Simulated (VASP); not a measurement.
# WF2 (P-3m1) in VASP: notebook, part 2 of 2

VASP 6.6.1. The steps go on from the part before.

### 4 Single point, PBEsol+U

This run uses another cell than the first one, of 13.48 Å³/atom, 1.054 times its volume.

File INCAR:

```
SYSTEM = WF2
PREC = Accurate
ENCUT = 520
EDIFF = 1E-6
ISMEAR = 0
SIGMA = 0.05
LREAL = .FALSE.
LASPH = .TRUE.
NELM = 150
ALGO = Normal
ISIF = 2
LWAVE = .FALSE.
LCHARG = .FALSE.
LMAXMIX = 4
LDAU = .TRUE.
LDAUTYPE = 2
LDAUL = 2 -1
LDAUU = 4 0
LDAUJ = 0 0
LDAUPRINT = 1
GGA = PS
NBANDS = 21
```

File KPOINTS:

```
Automatic mesh
0
G
  18 18 8
  0 0 0
```

File POSCAR:

```
WF2
1.0
    2.7532265928      0.0000000000      0.0000000000
   -1.3766132964      2.3843641717      0.0000000000
    0.0000000000      0.0000000000      6.1617623769
W F
1 2
Direct
    0.0000000000      0.0000000000      0.0000000000
    0.3333333333      0.6666666667      0.2447159061
    0.6666666667      0.3333333333      0.7552840939
```

On the command line:

```sh
> cat potpaw_PBE.64/W_sv/POTCAR potpaw_PBE.64/F/POTCAR > POTCAR
> mpirun -np 1 vasp_std > vasp.out
```

Wall time 1.9 min (1 thread of AMD EPYC 7R13 (Zen 3), shared host); peak memory 0.27 GiB.

The run converged. Its results:

```
Free energy            : -17.4933 eV
Pressure               : 5.0 GPa
Largest force          : 0.501 eV/Å
Band gap on the k mesh : zero (band 14 reaches 7.52 eV, above the bottom of band 15 at 4.45 eV)
```

Forces on the atoms (eV/Å):
```
W    0.000  0.000  0.000
F    0.000  0.000  0.501
F    0.000  0.000 -0.501
```

Stress tensor (GPa, compression positive):
```
4.72 0.00 0.00
0.00 4.72 0.00
0.00 0.00 5.62
```

Levels at points of the mesh, in eV from the Fermi level:
| k point | band 12 | band 13 | band 14 | band 15 | band 16 | band 17 |
| --- | --- | --- | --- | --- | --- | --- |
| (0.00, 0.00, 0.00) | -7.21 | -4.68 | -1.87 | -1.87 | -0.37 | 2.35 |
| (0.50, 0.00, 0.00) | -7.66 | -5.26 | 1.16 | 1.44 | 1.98 | 4.02 |
| (0.00, 0.00, 0.50) | -7.22 | -4.47 | -1.87 | -1.87 | 0.04 | 2.36 |
| (0.50, 0.00, 0.50) | -7.64 | -5.29 | 1.20 | 1.37 | 1.97 | 4.02 |

Eigenvalues of the final occupation matrices:
```tsv
site	spin	trace	eigenvalues
site 1 d	1	1.73	0.13 0.13 0.42 0.53 0.53
site 1 d	2	1.73	0.13 0.13 0.42 0.53 0.53
```

Caveat: the PAW data sets were made with another functional, which shifts forces and pressure a little; spin-orbit coupling is left out, which moves the levels of the heavy elements; U without spin polarisation on a metal has little footing.

### 5 Single point, PBEsol

File INCAR:

```
PREC = Accurate ; ENCUT = 910
EDIFF = 1E-6 ; ISMEAR = 0
SIGMA = 0.1 ; LREAL = F
LASPH = T ; NELM = 120
ALGO = Normal ; ISIF = 2
LWAVE = F ; LCHARG = F
GGA = PS ; NBANDS = 21
GGA_COMPAT = F
```

File KPOINTS:

```
regular mesh
0
Gamma
  12 12 4
```

File POSCAR:

```
WF2
1.0
    2.7550275258      0.0000000000      0.0000000000
   -1.3775137629      2.3859238255      0.0000000000
    0.0000000000      0.0000000000      5.8359788445
W F
1 2
Direct
    0.0000000000      0.0000000000      0.0000000000
    0.3333333333      0.6666666667      0.2583352476
    0.6666666667      0.3333333333      0.7416647524
```

Potentials or basis: VASP PAW PBE potentials, release 64 (W_sv, F_h).

On the command line:

```sh
> cat potpaw_PBE.64/W_sv/POTCAR potpaw_PBE.64/F_h/POTCAR > POTCAR
> mpirun -np 1 vasp_std > vasp.out
```

OUTCAR:

```text
PREC = Accurate
   ENCUT = 910
   EDIFF = 1E-6
   ISMEAR = 0
   LREAL = F
   LASPH = T
   NELM = 120
   ISIF = 2
   GGA = PS

 ion  position               nearest neighbor table
   1  0.000  0.000  0.000-   2 2.19   3 2.19   3 2.19   2 2.19   3 2.19   2 2.19
   2  0.333  0.667  0.258-   1 2.19   1 2.19   1 2.19
   3  0.667  0.333  0.742-   1 2.19   1 2.19   1 2.19

  LATTYP: Found a hexagonal cell.
 ALAT       =     2.7550275258
 C/A-ratio  =     2.1183014652

  Lattice vectors:

 A1 = (   2.7550275258,   0.0000000000,   0.0000000000)
 A2 = (  -1.3775137629,   2.3859238255,   0.0000000000)
 A3 = (   0.0000000000,   0.0000000000,   5.8359788445)

Analysis of symmetry for initial positions (statically):
=====================================================================
 Subroutine PRICEL returns:
 Original cell was already a primitive cell.

 Routine SETGRP: Setting up the symmetry group for a
 hexagonal supercell.

 Subroutine GETGRP returns: Found 12 space group operations
 (whereof 12 operations were pure point group operations)
 out of a pool of 24 trial point group operations.

The static configuration has the point symmetry D_3d.

Analysis of symmetry for dynamics (positions and initial velocities):
=====================================================================
 Subroutine PRICEL returns:
 Original cell was already a primitive cell.

 Routine SETGRP: Setting up the symmetry group for a
 hexagonal supercell.

 Subroutine GETGRP returns: Found 12 space group operations
 (whereof 12 operations were pure point group operations)
 out of a pool of 24 trial point group operations.

The dynamic configuration has the point symmetry D_3d.

 Subroutine INISYM returns: Found 12 space group operations
[... 105 lines left out ...]
   ISIF   =      2    stress and relaxation
   ISYM   =      2    0-nonsym 1-usesym 2-fastsym
   POTIM  = 0.5000    time-step for ionic-motion
   TEBEG  =    0.0;   TEEND  =   0.0 temperature during run
   PSTRESS=    0.0 pullay stress
   NELECT =      28.0000    total number of electrons
   NUPDOWN=      -1.0000    fix difference up-down
   EMIN   =  10.00;   EMAX   =-10.00  energy-range for DOS
   EFERMI =   0.00;   METHOD = LEGACY
   ISMEAR =     0;   SIGMA  =   0.10  broadening in eV -4-tet -1-fermi 0-gaus
   EFERMI_NEDOS =   21; number of points for ismear=-14 and -15
   IALGO  =     38    algorithm
   IMIX   =      4    mixing-type and parameters
     AMIX     =   0.40;   BMIX     =  1.00
     AMIX_MAG =   1.60;   BMIX_MAG =  1.00
  volume/ion in A,a.u.               =      12.79        86.29
  Fermi-wavevector in a.u.,A,eV,Ry     =   1.473993  2.785443 29.560772  2.172655
  Thomas-Fermi vector in A             =   2.588819
   LORBIT       =      0    0 simple, 1 ext, 2 COOP (PROOUT), +10 PAW based schemes
   GGA     = PS    functional components
   LHFCALC =     F    Hartree Fock is set to
   AEXX    =    0.0000 exact exchange contribution
   IVDW    =     0    specifies the selected vdW correction
   LEPSILON=     F    determine dielectric tensor
   LRPA    =     F    only Hartree local field effects (RPA)
 non-spin polarized calculation
 Gauss-broadening in eV      SIGMA  =   0.10
  energy-cutoff  :      910.00
  volume of cell :       38.36
 maximum number of plane-waves:      2416
   NGX = 13   NGY = 13   NGZ = 29

 number of electron      27.9999990 magnetization

 Free energy of the ion-electron system (eV)
  ---------------------------------------------------
  ext. energy  EPLUGINS =         0.00000000
  ---------------------------------------------------
  free energy    TOTEN  =       -21.44675736 eV

  energy without entropy =      -21.44104902  energy(sigma->0) =      -21.44390319

 E-fermi :   7.4201     XC(G=0): -10.9316

 val. band max:        7.2397973501   @ k =   0.0833   0.0000   0.0000
 cond. band min:       7.4305531067   @ k =   0.0000   0.0833   0.2500
 fundamental gap:      0.1907557567
 Fermi energy:         7.4201366415

 k-point     1 :       0.0000    0.0000    0.0000
  band No.  band energies     occupation
      1     -68.7055      2.00000
      2     -33.5152      2.00000
      3     -32.1352      2.00000
      4     -32.1352      2.00000
      5     -20.1905      2.00000
      6     -19.5787      2.00000
[... 565 lines left out ...]
     20      16.1200      0.00000
     21      21.0889      0.00000

 [... further k-points ...]
[... 5 lines left out ...]
  --------------------------------------------------------------------------------------
  -------------------------------------------------------------------------------------
  Total        0.0986978      0.0986978      0.2863229      0.0000000     -0.0000000      0.0000000
  in kB        4.1221326      4.1221326     11.9583271      0.0000000     -0.0000000      0.0000000
  external PRESSURE =       6.7341975 kB  Pullay stress =       0.0000000 kB

 VOLUME and BASIS-vectors are now :
 -----------------------------------------------------------------------------
  energy-cutoff  :      910.00
  volume of cell :       38.36
      direct lattice vectors                 reciprocal lattice vectors
     2.755027526  0.000000000  0.000000000     0.362972780  0.209562432  0.000000000
    -1.377513763  2.385923825  0.000000000     0.000000000  0.419124864  0.000000000
     0.000000000  0.000000000  5.835978844     0.000000000  0.000000000  0.171350861

 POSITION                                       TOTAL-FORCE (eV/Angst)
 -----------------------------------------------------------------------------------
      0.00000      0.00000      0.00000         0.000000      0.000000      0.000000
     -0.00000      1.59062      1.50764         0.000000      0.000000      0.123161
      1.37751      0.79531      4.32834        -0.000000      0.000000     -0.123161
 -----------------------------------------------------------------------------------
    total drift:                                0.000000      0.000000      0.000000

  FREE ENERGIE OF THE ION-ELECTRON SYSTEM (eV)
  ---------------------------------------------------
  free  energy   TOTEN  =       -21.4467573621 eV

  energy  without entropy=      -21.4410490214  energy(sigma->0) =      -21.44390319
```

OSZICAR:

```text
N       E                     dE             d eps       ncg     rms          rms(c)
DAV:   1     0.371716618069E+03    0.37172E+03   -0.21225E+04  2898   0.215E+03
DAV:   2     0.114609496953E+02   -0.36026E+03   -0.34134E+03  3538   0.529E+02
DAV:   3    -0.223256530741E+02   -0.33787E+02   -0.32953E+02  3384   0.147E+02
DAV:   4    -0.229505767270E+02   -0.62492E+00   -0.62407E+00  3203   0.221E+01
DAV:   5    -0.229568027454E+02   -0.62260E-02   -0.62255E-02  3361   0.242E+00    0.228E+01
DAV:   6    -0.216156113870E+02    0.13412E+01   -0.37759E+00  3317   0.184E+01    0.982E+00
DAV:   7    -0.214699648548E+02    0.14565E+00   -0.56450E-01  3358   0.725E+00    0.488E+00
DAV:   8    -0.214488965974E+02    0.21068E-01   -0.11945E-01  3283   0.301E+00    0.484E-01
DAV:   9    -0.214465033509E+02    0.23932E-02   -0.12856E-02  3228   0.999E-01    0.382E-01
DAV:  10    -0.214467160051E+02   -0.21265E-03   -0.60198E-04  3089   0.292E-01    0.460E-02
DAV:  11    -0.214467480191E+02   -0.32014E-04   -0.72448E-05  3143   0.858E-02    0.166E-02
DAV:  12    -0.214467565076E+02   -0.84886E-05   -0.14950E-05  3063   0.361E-02    0.369E-03
DAV:  13    -0.214467573621E+02   -0.85445E-06   -0.11816E-06  2492   0.106E-02
   1 F= -.21446757E+02 E0= -.21443903E+02  d E =-.570834E-02
```

stdout:

```text
POSCAR found type information on POSCAR W F
 POSCAR found :  2 types and       3 ions
 scaLAPACK will be used
 -----------------------------------------------------------------------------
|                                                                             |
|                                                                             |
|     You enforced a specific xc type in the INCAR file but a different       |
|     I HOPE YOU KNOW WHAT YOU ARE DOING!                                     |
|                                                                             |
 -----------------------------------------------------------------------------

 LDA part: xc-table for (Slater+PW92), standard interpolation
 POSCAR, INCAR and KPOINTS ok, starting setup
 FFT: planning ... GRIDC
 FFT: planning ... GRID_SOFT
 FFT: planning ... GRID
 WAVECAR not read
 entering main loop
```

Wall time 62 s (1 thread of Intel Xeon Platinum 8559C (Emerald Rapids), shared host); peak memory 0.28 GiB.

Results:

* Free energy: -21.4468 eV
* Pressure: 0.7 GPa
* Largest force: 0.123 eV/Å
* Band gap on the k mesh: zero (band 14 reaches 7.84 eV, above the bottom of band 15 at 5.71 eV)

Forces in eV/Å, atoms in the order of the input:
```
W    0.000  0.000  0.000
F    0.000  0.000  0.123
F    0.000  0.000 -0.123
```

Stress tensor (GPa, compression positive):
```
0.41 0.00 0.00
0.00 0.41 0.00
0.00 0.00 1.20
```

Levels at points of the mesh, in eV from the Fermi level:
```
           k point  band 12  band 13  band 14  band 15  band 16  band 17
(0.00, 0.00, 0.00)    -7.43    -4.86    -1.71    -1.71    -0.48     1.23
(0.50, 0.00, 0.00)    -7.89    -5.21     0.35     1.28     1.34     3.75
(0.00, 0.00, 0.50)    -7.45    -4.57    -1.71    -1.71     0.06     1.24
(0.50, 0.00, 0.50)    -7.84    -5.26     0.36     1.23     1.32     3.75
```

Caveat: the cutoff is under 1.25 times the usual one of these potentials, so pressure, stress and relaxed cells hold a basis-set (Pulay) error; the PAW data sets were made with another functional, which shifts forces and pressure a little; spin-orbit coupling is left out, which moves the levels of the heavy elements.

### 6 The runs side by side

| task | level | potentials or basis | U | cell | k mesh | cutoff (eV) | smearing | second run | gap on the mesh (eV) | pressure (GPa) | largest force (eV/Å) |
| --- | --- | --- | --- | --- | --- | --- | --- | --- | --- | --- | --- |
| single point | PBEsol | VASP PAW PBE potentials, release 64 (W_sv, F) | - | a = 2.755, b = 2.755, c = 5.836 Å, angles 90.0, 90.0, 120.0°, 3 atoms | 12 × 12 × 4 | 520 | gaussian 0.1 eV | - | none | 1.3 | 0.14 |
| relaxation of cell and atoms | PBEsol | VASP PAW PBE potentials, release 64 (W_sv, F) | - | relaxed from a = 2.831, b = 2.831, c = 4.429 Å, angles 90.0, 90.0, 120.0°, 3 atoms | 12 × 12 × 4 | 600 | gaussian 0.1 eV | - | none | -0.3 | 0.01 |
| single point | PBEsol+U | VASP PAW PBE potentials, release 64 (W_sv, F) | W d U = 4.0 eV | a = 2.753, b = 2.753, c = 6.162 Å, angles 90.0, 90.0, 120.0°, 3 atoms | 18 × 18 × 8 | 520 | gaussian 0.05 eV | - | none | 5.0 | 0.50 |
| single point | PBEsol | VASP PAW PBE potentials, release 64 (W_sv, F_h) | - | a = 2.755, b = 2.755, c = 5.836 Å, angles 90.0, 90.0, 120.0°, 3 atoms | 12 × 12 × 4 | 910 | gaussian 0.1 eV | hard_potentials | none | 0.7 | 0.12 |

Alike in all rows: no spin polarisation.

Caveats: the PAW data sets were made with another functional, which shifts forces and pressure a little; spin-orbit coupling is left out, which moves the levels of the heavy elements; the volume moved by over 15 % at a fixed basis, so the end points are rough (some runs); the relaxation stopped at a loose force limit of 0.05 eV/Å, so its end isn't a converged minimum (some runs); U without spin polarisation on a metal has little footing (some runs); the cutoff is under 1.25 times the usual one of these potentials, so pressure, stress and relaxed cells hold a basis-set (Pulay) error (some runs).

Absolute energies hang on the potentials; compare differences alone.
